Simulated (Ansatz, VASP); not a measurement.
## Pt: VASP beside Ansatz

Contents of INCAR:

```
SYSTEM = Pt
ALGO = Fast ; EDIFF = 1E-6
ENCUT = 520 ; GGA = PS
ISIF = 2 ; ISMEAR = 0
LASPH = .True. ; LCHARG = .False.
LREAL = .False. ; LWAVE = .False.
NBANDS = 17 ; NELM = 100
PREC = Accurate ; SIGMA = 0.15
```

Contents of KPOINTS:

```
k-points
0
Gamma
  16 16 12
  0 0 0
```

File POSCAR:

```
Pt
1.0
    0.0000000000     -1.9589709029     -1.9589709029
    0.0000000000      1.9589709029     -1.9589709029
    3.9179418058      0.0000000000      0.0000000000
Pt
2
Direct
    0.5509961633      0.4943337596      0.5000000000
   -0.0509961633      0.0056662404      0.0000000000
```

Input for Ansatz:

```yaml
crystal:
  lattice:
    - [0.0, -1.9589709029, -1.9589709029]
    - [0.0, 1.9589709029, -1.9589709029]
    - [3.9179418058, 0.0, 0.0]
  atoms:
    - { symbol: Pt, position: [0.5509961633, 0.4943337596, 0.5] }
    - { symbol: Pt, position: [-0.0509961633, 0.0056662404, 0.0] }
basis:
  ecutwfc: 420
kpoints:
  mp_grid: { grid: [16, 16, 12] }
hamiltonian:
  xc: pbesol
  pseudopotentials: { kind: paw, azcp: { folder: soft_1 } }
scf:
  occupations: { method: gaussian, width: 0.15 }
output:
  forces: true
  stress: true
  eigenvalues: true
```

Change from the starting cell: mode 4 frozen in at -0.111 Å and mode 5 at -0.089 Å (largest displacements).

Alike in both runs: task single point; functional PBEsol; k mesh 16 × 16 × 12; occupations gaussian, width 0.15 eV; no spin polarisation.

```csv
,VASP,Ansatz
version,VASP 6.6.1,Ansatz 0.2.0
potentials or method,"VASP PAW PBE potentials, release 64 (Pt), cutoff 520 eV","scalar-relativistic, plane waves, PAW"
valence electrons in the cell,20,36
```

```tsv
	VASP	Ansatz	Ansatz less VASP
gap on the k mesh at the Fermi level (eV)	none	none	-
pressure (GPa)	4.9	5.3	+0.40
traceless stress, the component that is largest in VASP (GPa)	4.05	4.09	+0.037
rms of the force components (eV/Å)	0.739	0.744	+0.0042
```

VASP's potentials were made for PBE, not for PBEsol, and Ansatz warns of the same on its side. Atom by atom the forces differ by 0.004 eV/Å (rms over components). A gap of «none» marks a metal or a gap that the smearing closes. The functional is the same, so the differences come from potentials, cutoffs and numerics. VASP's potentials hold 20 valence electrons a cell and Ansatz's 36, so a difference there can come from the potentials and not from the codes.

Neither program's run includes spin-orbit coupling.
